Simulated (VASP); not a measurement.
Wanted: the native input for a VASP 6.6.1 run.

- Task: single point
- Functional: PBEsol
- Potentials or basis: VASP PAW PBE potentials, release 64 (Zn, Se)
- Cutoff: 520 eV
- k mesh: 6 × 6 × 6
- Occupations: gaussian, width 0.02 eV
- Spin: no spin polarisation
- Dipole correction: no
- Further INCAR settings: ALGO = Normal; EDIFF = 1e-06; NBANDS = 60

The structure of ZnSe2 lies in POSCAR:

```
ZnSe2
1.0
    6.3328069312      0.0000000000      0.0000000000
    0.0000000000      6.2058434648      0.0000000000
    0.0000000000      0.0000000000      6.2065142155
Zn Se
4 8
Direct
    0.5000000000      0.5000000000      0.0000000000
    0.5000000000      0.0000000000      0.5000000000
    0.0000000000      0.5000000000      0.5000000000
    0.0000000000      0.0000000000      0.0000000000
    0.1094053751      0.8900513174      0.3897843593
    0.8905946249      0.3900513174      0.1102156407
    0.3905946249      0.1099486826      0.8897843593
    0.6094053751      0.6099486826      0.6102156407
    0.8905946249      0.1099486826      0.6102156407
    0.1094053751      0.6099486826      0.8897843593
    0.6094053751      0.8900513174      0.1102156407
    0.3905946249      0.3900513174      0.3897843593
```

This cell differs from its parent crystal: uniaxial strain along a: +1.5 %, then relaxed in part.

These files were run (other wordings do the same):

INCAR

```
SYSTEM = ZnSe2
  PREC = Accurate
  ENCUT = 520
  EDIFF = 1E-6
  ISMEAR = 0
  SIGMA = 0.02
  LREAL = .FALSE.
  LASPH = .TRUE.
  NELM = 60
  ALGO = Normal
  ISIF = 2
  LWAVE = .FALSE.
  LCHARG = .FALSE.
  GGA = PS
  NBANDS = 60
```

KPOINTS

```
Automatic mesh
0
G
  6 6 6
  0 0 0
```

Potentials or basis: VASP PAW PBE potentials, release 64 (Zn, Se).

The run is started by

```sh
$ cat potpaw_PBE.64/Zn/POTCAR potpaw_PBE.64/Se/POTCAR > POTCAR
$ mpirun -np 1 vasp_std > vasp.out
```

Results of the run:

* Pressure: 0.0 GPa
* Largest force: 0.029 eV/Å
* Band gap on the k mesh: 0.62 eV (least direct gap 0.79 eV)

Caveat: the cell differs from its parent crystal (uniaxial strain along a: +1.5 %, then relaxed in part); the PAW data sets were made with another functional, which shifts forces and pressure a little.

Run time: 22 min on 1 thread of Oxide Virtual Turin-like Processor, on a shared host, peak memory 0.74 GiB.
